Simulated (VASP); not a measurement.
# Pt (Pm-3m) in VASP: further runs

The runs below take Pt through single point, relaxation of cell and atoms, with PBEsol.

Program: VASP 6.6.1. These are calculated values, not measurements. Logs are shortened: lines on timing, memory, paths and dates and some standing lists are left out, and cuts for length are marked.

## 1. The cell of the first run

Symmetry: Pm-3m, No. 221, cubic system. The conventional cell has a = 2.578 Å, b = 2.578 Å, c = 2.578 Å, α = 90.00°, β = 90.00°, γ = 90.00°. Within 3.4 Å of Pt (site symmetry m-3m) lie 6 Pt at 2.58 Å.

## 2. Single point, PBEsol

File INCAR:

```
ALGO = Normal ; EDIFF = 1E-6
ENCUT = 520 ; GGA = PS
ISIF = 2 ; ISMEAR = -1
LASPH = True ; LCHARG = False
LREAL = False ; LWAVE = False
NBANDS = 11 ; NELM = 60
PREC = Accurate ; SIGMA = 0.1
```

File KPOINTS:

```
k-points
0
Gamma
  15 15 15
```

File POSCAR:

```
Pt
1.0
    2.5778463169      0.0000000000      0.0000000000
    0.0000000000      2.5778463169      0.0000000000
    0.0000000000      0.0000000000      2.5778463169
Pt
1
Direct
    0.0000000000      0.0000000000      0.0000000000
```

Potentials or basis: VASP PAW PBE potentials, release 64 (Pt).

Run with:

```
cat potpaw_PBE.64/Pt/POTCAR > POTCAR
mpirun -np 1 vasp_std > vasp.out
```

OUTCAR:

```text
EDIFF = 1E-6
   ENCUT = 520
   GGA = PS
   ISIF = 2
   ISMEAR = -1
   LASPH = True
   LREAL = False
   NELM = 60
   PREC = Accurate

 ion  position               nearest neighbor table
   1  0.000  0.000  0.000-

  LATTYP: Found a simple cubic cell.
 ALAT       =     2.5778463169

  Lattice vectors:

 A1 = (   2.5778463169,   0.0000000000,   0.0000000000)
 A2 = (   0.0000000000,   2.5778463169,   0.0000000000)
 A3 = (   0.0000000000,   0.0000000000,   2.5778463169)

Analysis of symmetry for initial positions (statically):
=====================================================================
 Subroutine PRICEL returns:
 Original cell was already a primitive cell.

 Routine SETGRP: Setting up the symmetry group for a
 simple cubic supercell.

 Subroutine GETGRP returns: Found 48 space group operations
 (whereof 48 operations were pure point group operations)
 out of a pool of 48 trial point group operations.

The static configuration has the point symmetry O_h .

Analysis of symmetry for dynamics (positions and initial velocities):
=====================================================================
 Subroutine PRICEL returns:
 Original cell was already a primitive cell.

 Routine SETGRP: Setting up the symmetry group for a
 simple cubic supercell.

 Subroutine GETGRP returns: Found 48 space group operations
 (whereof 48 operations were pure point group operations)
 out of a pool of 48 trial point group operations.

The dynamic configuration has the point symmetry O_h .

 Subroutine INISYM returns: Found 48 space group operations
 (whereof 48 operations are pure point group operations),
 and found     1 'primitive' translations

----------------------------------------------------------------------------------------

                                     Primitive cell

  volume of cell :      17.1305

  direct lattice vectors                    reciprocal lattice vectors
     2.577846317  0.000000000  0.000000000     0.387920720  0.000000000  0.000000000
     0.000000000  2.577846317  0.000000000     0.000000000  0.387920720  0.000000000
     0.000000000  0.000000000  2.577846317     0.000000000  0.000000000  0.387920720

  length of vectors
     2.577846317  2.577846317  2.577846317     0.387920720  0.387920720  0.387920720

[... 76 lines left out ...]
   ENCUT  =  520.0 eV  38.22 Ry    6.18 a.u.   4.79  4.79  4.79*2*pi/ulx,y,z
   NELM   =     60;   NELMIN=  2; NELMDL= -5     # of ELM steps
   EDIFF  = 0.1E-05   stopping-criterion for ELM
   LREAL  =      F    real-space projection
   EDIFFG = 0.1E-04   stopping-criterion for IOM
   NSW    =      0    number of steps for IOM
   IBRION =     -1    ionic relax: 0-MD 1-quasi-New 2-CG
   NFREE  =      0    steps in history (QN), initial steepest desc. (CG)
   ISIF   =      2    stress and relaxation
   ISYM   =      2    0-nonsym 1-usesym 2-fastsym
   POTIM  = 0.5000    time-step for ionic-motion
   TEBEG  =    0.0;   TEEND  =   0.0 temperature during run
   PSTRESS=    0.0 pullay stress
   NELECT =      10.0000    total number of electrons
   NUPDOWN=      -1.0000    fix difference up-down
   EMIN   =  10.00;   EMAX   =-10.00  energy-range for DOS
   EFERMI =   0.00;   METHOD = LEGACY
   ISMEAR =    -1;   SIGMA  =   0.10  broadening in eV -4-tet -1-fermi 0-gaus
   EFERMI_NEDOS =   21; number of points for ismear=-14 and -15
   IALGO  =     38    algorithm
   IMIX   =      4    mixing-type and parameters
     AMIX     =   0.40;   BMIX     =  1.00
     AMIX_MAG =   1.60;   BMIX_MAG =  1.00
  volume/ion in A,a.u.               =      17.13       115.60
  Fermi-wavevector in a.u.,A,eV,Ry     =   1.368205  2.585532 25.469897  1.871985
  Thomas-Fermi vector in A             =   2.494190
   LORBIT       =      0    0 simple, 1 ext, 2 COOP (PROOUT), +10 PAW based schemes
   GGA     = PS    functional components
   LHFCALC =     F    Hartree Fock is set to
   AEXX    =    0.0000 exact exchange contribution
   IVDW    =     0    specifies the selected vdW correction
   LEPSILON=     F    determine dielectric tensor
   LRPA    =     F    only Hartree local field effects (RPA)
 non-spin polarized calculation
  energy-cutoff  :      520.00
  volume of cell :       17.13
 maximum number of plane-waves:       472
 NGX is ok and might be reduce to    20
   NGX =  9   NGY =  9   NGZ =  9

 number of electron      10.0000000 magnetization

 number of electron       9.9999998 magnetization

 Free energy of the ion-electron system (eV)
  ---------------------------------------------------
  ext. energy  EPLUGINS =         0.00000000
  ---------------------------------------------------
  free energy    TOTEN  =        -6.44924063 eV

  energy without entropy =       -6.40975054  energy(sigma->0) =       -6.42949558

 E-fermi :   8.8517     XC(G=0): -12.7432

 val. band max:        8.8458778717   @ k =   0.3333   0.1333   0.0667
 cond. band min:       8.8659492601   @ k =   0.2000   0.1333   0.0000
 fundamental gap:      0.0200713884
 Fermi energy:         8.8516681354

 k-point     1 :       0.0000    0.0000    0.0000
  band No.  band energies     occupation
      1      -0.0725      2.00000
      2       2.7719      2.00000
      3       2.7719      2.00000
      4       9.2214      0.04837
      5       9.2214      0.04837
      6       9.2214      0.04837
      7      24.2948      0.00000
      8      24.2948      0.00000
      9      24.2948      0.00000
     10      30.2161      0.00000
     11      33.0262      0.00000
[... 309 lines left out ...]
 k-point    24 :       0.3333    0.2000    0.0000
  band No.  band energies     occupation
      1       2.8036      2.00000
      2       4.1974      2.00000
      3       5.3855      2.00000
      4       7.5068      2.00000
      5       7.6487      1.99999
      6       8.5458      1.91030
      7      17.1482      0.00000
      8      22.9760      0.00000
      9      27.5017      0.00000
     10      30.6943      0.00000
     11      31.6035      0.00000

 [... further k-points ...]
[... 5 lines left out ...]
  --------------------------------------------------------------------------------------
  -------------------------------------------------------------------------------------
  Total        0.2283466      0.2283466      0.2283466      0.0000000      0.0000000     -0.0000000
  in kB       21.3566960     21.3566960     21.3566960      0.0000000      0.0000000     -0.0000000
  external PRESSURE =      21.3566960 kB  Pullay stress =       0.0000000 kB

 VOLUME and BASIS-vectors are now :
 -----------------------------------------------------------------------------
  energy-cutoff  :      520.00
  volume of cell :       17.13
      direct lattice vectors                 reciprocal lattice vectors
     2.577846317  0.000000000  0.000000000     0.387920720  0.000000000  0.000000000
     0.000000000  2.577846317  0.000000000     0.000000000  0.387920720  0.000000000
     0.000000000  0.000000000  2.577846317     0.000000000  0.000000000  0.387920720

 POSITION                                       TOTAL-FORCE (eV/Angst)
 -----------------------------------------------------------------------------------
      0.00000      0.00000      0.00000         0.000000      0.000000      0.000000
 -----------------------------------------------------------------------------------
    total drift:                                0.000000      0.000000      0.000000

  FREE ENERGIE OF THE ION-ELECTRON SYSTEM (eV)
  ---------------------------------------------------
  free  energy   TOTEN  =        -6.4492406266 eV

  energy  without entropy=       -6.4097505428  energy(sigma->0) =       -6.42949558
```

stdout:

```text
POSCAR found type information on POSCAR Pt
 POSCAR found :  1 types and       1 ions
 scaLAPACK will be used
 -----------------------------------------------------------------------------
|                                                                             |
|                                                                             |
|     You enforced a specific xc type in the INCAR file but a different       |
|     I HOPE YOU KNOW WHAT YOU ARE DOING!                                     |
|                                                                             |
 -----------------------------------------------------------------------------

 LDA part: xc-table for (Slater+PW92), standard interpolation
 POSCAR, INCAR and KPOINTS ok, starting setup
 FFT: planning ... GRIDC
 FFT: planning ... GRID_SOFT
 FFT: planning ... GRID
 WAVECAR not read
 entering main loop
```

It took 18 s on 1 thread of Intel Xeon 6975P-C, shared host; peak memory 0.14 GiB.

Results:

```
Free energy            : -6.4492 eV
Pressure               : 2.1 GPa
Band gap on the k mesh : zero (band 5 reaches 10.91 eV, above the bottom of band 6 at 7.67 eV)
```

Caveat: the PAW data sets were made with another functional, which shifts forces and pressure a little; spin-orbit coupling is left out, which moves the levels of the heavy elements.

## 3. Single point, PBEsol

File INCAR:

```
  PREC = Accurate
  ENCUT = 520
  EDIFF = 1E-7
  ISMEAR = -1
  SIGMA = 0.1
  LREAL = False
  LASPH = True
  NELM = 80
  ALGO = Normal
  ISIF = 2
  LWAVE = False
  LCHARG = False
  GGA = PS
  NBANDS = 11
```

File KPOINTS:

```
regular mesh
0
Gamma
  15 15 15
```

File POSCAR:

```
Pt
1.0
    2.5778463170      0.0000000000      0.0000000000
    0.0000000000      2.5778463170      0.0000000000
    0.0000000000      0.0000000000      2.5778463170
Pt
1
Direct
    0.0000000000      0.0000000000      0.0000000000
```

Potentials or basis: VASP PAW PBE potentials, release 64 (Pt).

Run with:

```
cat potpaw_PBE.64/Pt/POTCAR > POTCAR
mpirun -np 1 vasp_std > vasp.out
```

Wall time 20 s (1 thread of Intel Xeon 6975P-C, shared host); peak memory 0.14 GiB.

Results (log left out):

```
Free energy            : -6.4492 eV
Pressure               : 2.1 GPa
Band gap on the k mesh : zero (band 5 reaches 10.91 eV, above the bottom of band 6 at 7.67 eV)
```

Levels at points of the mesh, in eV from the Fermi level:
| k point | band 3 | band 4 | band 5 | band 6 | band 7 | band 8 |
| --- | --- | --- | --- | --- | --- | --- |
| (0.00, 0.00, 0.00) | -6.08 | 0.37 | 0.37 | 0.37 | 15.44 | 15.44 |

Caveat: the PAW data sets were made with another functional, which shifts forces and pressure a little; spin-orbit coupling is left out, which moves the levels of the heavy elements.

## 4. Relaxation of cell and atoms, PBEsol, target pressure 2.6 GPa, at which the enthalpy is minimised

This run uses another cell than the first one, of 16.09 Å³/atom, 0.939 times its volume.

File INCAR:

```
SYSTEM = Pt
PREC = Accurate
ENCUT = 600
EDIFF = 1E-7
ISMEAR = -1
SIGMA = 0.1
LREAL = .FALSE.
LASPH = .TRUE.
NELM = 60
ALGO = Normal
ISIF = 3
LWAVE = .FALSE.
LCHARG = .FALSE.
GGA = PS
IBRION = 2
NSW = 60
EDIFFG = -0.005
PSTRESS = 26.0
```

File KPOINTS:

```
regular mesh
0
G
  15 15 15
  0 0 0
```

File POSCAR:

```
Pt
1.0
    2.5246044458      0.0000000000      0.0000000000
    0.0000000000      2.5246044458      0.0000000000
    0.0000000000      0.0000000000      2.5246044458
Pt
1
Direct
    0.0000000000      0.0000000000      0.0000000000
```

Run with:

```
cat potpaw_PBE.64/Pt/POTCAR > POTCAR
mpirun -np 1 vasp_std > vasp.out
```

Wall time 2.2 min (1 thread of Intel Xeon 6975P-C, shared host); peak memory 0.15 GiB.

Results (log left out):

* Free energy: -6.4484 eV
* Relaxed volume: 17.10 Å³/atom
* Relaxed cell: a = 2.576 Å, b = 2.576 Å, c = 2.576 Å, α = 90.00°, β = 90.00°, γ = 90.00°
* Space group after relaxing (to 0.05 Å): Pm-3m (No. 221)
* Energy change on relaxing (the enthalpy is what falls): -65.4 meV/atom
* Ionic steps: 17
* Pressure after relaxing: 2.6 GPa
* Band gap on the k mesh: zero (band 5 reaches 10.95 eV, above the bottom of band 6 at 7.70 eV)

The path:
| step | energy change (eV) | largest force (eV/Å) | pressure (GPa) | volume (Å³) |
| --- | --- | --- | --- | --- |
| 1 | 0.0000 | 0.0000 | 19.16 | 16.09 |
| 2 | 0.1816 | 0.0000 | -22.43 | 20.28 |
| 3 | -0.0663 | 0.0000 | 1.60 | 17.18 |
| 4 | -0.0655 | 0.0000 | 2.49 | 17.11 |
| 5 | -0.0651 | 0.0000 | 2.78 | 17.09 |
| 6 | -0.0651 | 0.0000 | 2.78 | 17.09 |
| 7 | -0.0652 | 0.0000 | 2.75 | 17.09 |
| 8 | -0.0652 | 0.0000 | 2.75 | 17.09 |
| 9 | -0.0652 | 0.0000 | 2.75 | 17.09 |
| 10 | -0.0652 | 0.0000 | 2.75 | 17.09 |
| 11 | -0.0652 | 0.0000 | 2.75 | 17.09 |
| 12 | -0.0652 | 0.0000 | 2.75 | 17.09 |
| 13 | -0.0652 | 0.0000 | 2.75 | 17.09 |
| 14 | -0.0652 | 0.0000 | 2.73 | 17.09 |
| 15 | -0.0652 | 0.0000 | 2.71 | 17.09 |
| 16 | -0.0653 | 0.0000 | 2.66 | 17.10 |
| 17 | -0.0654 | 0.0000 | 2.56 | 17.10 |

Final structure:
```
Pt
1.0
     2.57649    0.00000    0.00000
     0.00000    2.57649    0.00000
     0.00000    0.00000    2.57649
Pt
1
Cartesian
  0.0000 0.0000 0.0000
```

Levels at points of the mesh, in eV from the Fermi level:
| k point | band 2 | band 3 | band 4 | band 5 | band 6 | band 7 | band 8 | band 9 |
| --- | --- | --- | --- | --- | --- | --- | --- | --- |
| (0.00, 0.00, 0.00) | -6.09 | -6.09 | 0.37 | 0.37 | 0.37 | 15.45 | 15.45 | 15.45 |

Caveat: the cell is relaxed towards a set pressure, so the enthalpy falls and the energy may rise; the PAW data sets were made with another functional, which shifts forces and pressure a little; spin-orbit coupling is left out, which moves the levels of the heavy elements.

## 5. Relaxation of cell and atoms, PBEsol, target pressure 2.6 GPa, at which the enthalpy is minimised

File INCAR:

```
SYSTEM = Pt
ALGO = Normal ; EDIFF = 1E-6
EDIFFG = -0.005 ; ENCUT = 600
GGA = PS ; IBRION = 2
ISIF = 3 ; ISMEAR = -1
LASPH = .True. ; LCHARG = .False.
LREAL = .False. ; LWAVE = .False.
NELM = 100 ; NSW = 32
PREC = Accurate ; PSTRESS = 26.0
SIGMA = 0.1
```

File KPOINTS:

```
k-points
0
Gamma
  15 15 15
  0 0 0
```

File POSCAR:

```
Pt
1.0
    2.5778463170      0.0000000000      0.0000000000
    0.0000000000      2.5778463170      0.0000000000
    0.0000000000      0.0000000000      2.5778463170
Pt
1
Direct
    0.0000000000      0.0000000000      0.0000000000
```

Run with:

```
cat potpaw_PBE.64/Pt/POTCAR > POTCAR
mpirun -np 1 vasp_std > vasp.out
```

Wall time 42 s (1 thread of Intel Xeon 6975P-C, shared host); peak memory 0.16 GiB.

The run converged. Its results:

```yaml
Free_energy: -6.4487 eV
Relaxed_volume: 17.10 Å³/atom
Relaxed_cell: a = 2.576 Å, b = 2.576 Å, c = 2.576 Å, α = 90.00°, β = 90.00°, γ = 90.00°
Space_group_after_relaxing_to_0.05_Å: Pm-3m (No. 221)
Energy_change_on_relaxing_the_enthalpy_is_what_falls: +0.4 meV/atom
Ionic_steps: 3
Pressure_after_relaxing: 2.6 GPa
Band_gap_on_the_k_mesh: zero (band 5 reaches 10.95 eV, above the bottom of band 6 at 7.70 eV)
```

Step by step:
```
step  energy change (eV)  largest force (eV/Å)  pressure (GPa)  volume (Å³)
   1              0.0000                0.0000            2.23        17.13
   2              0.0018                0.0000            3.57        17.03
   3              0.0004                0.0000            2.61        17.10
```

Final structure:
```
Pt
1.0
     2.57645    0.00000    0.00000
     0.00000    2.57645    0.00000
     0.00000    0.00000    2.57645
Pt
1
Direct
  0.00000 0.00000 0.00000
```

Levels at points of the mesh, in eV from the Fermi level:
```tsv
k point	band 2	band 3	band 4	band 5	band 6	band 7	band 8	band 9
(0.00, 0.00, 0.00)	-6.09	-6.09	0.37	0.37	0.37	15.45	15.45	15.45
```

Caveat: the cell is relaxed towards a set pressure, so the enthalpy falls and the energy may rise; the PAW data sets were made with another functional, which shifts forces and pressure a little; spin-orbit coupling is left out, which moves the levels of the heavy elements.

## 6. The runs side by side

```tsv
task	cell	cutoff (eV)	gap on the mesh (eV)	pressure (GPa)
single point	a = 2.578 Å, 1 atom	520	none	2.1
relaxation of cell and atoms	relaxed to 2.6 GPa from a = 2.525 Å, 1 atom	600	none	2.6
relaxation of cell and atoms	relaxed to 2.6 GPa from a = 2.578 Å, 1 atom	600	none	2.6
```

Alike in all rows: level PBEsol; potentials or basis VASP PAW PBE potentials, release 64 (Pt); no spin polarisation; k mesh 15 × 15 × 15; smearing fermi-dirac 0.1 eV.

Caveats: the PAW data sets were made with another functional, which shifts forces and pressure a little; spin-orbit coupling is left out, which moves the levels of the heavy elements; the cell is relaxed towards a set pressure, so the enthalpy falls and the energy may rise (some runs).

Absolute energies hang on the potentials; compare differences alone.
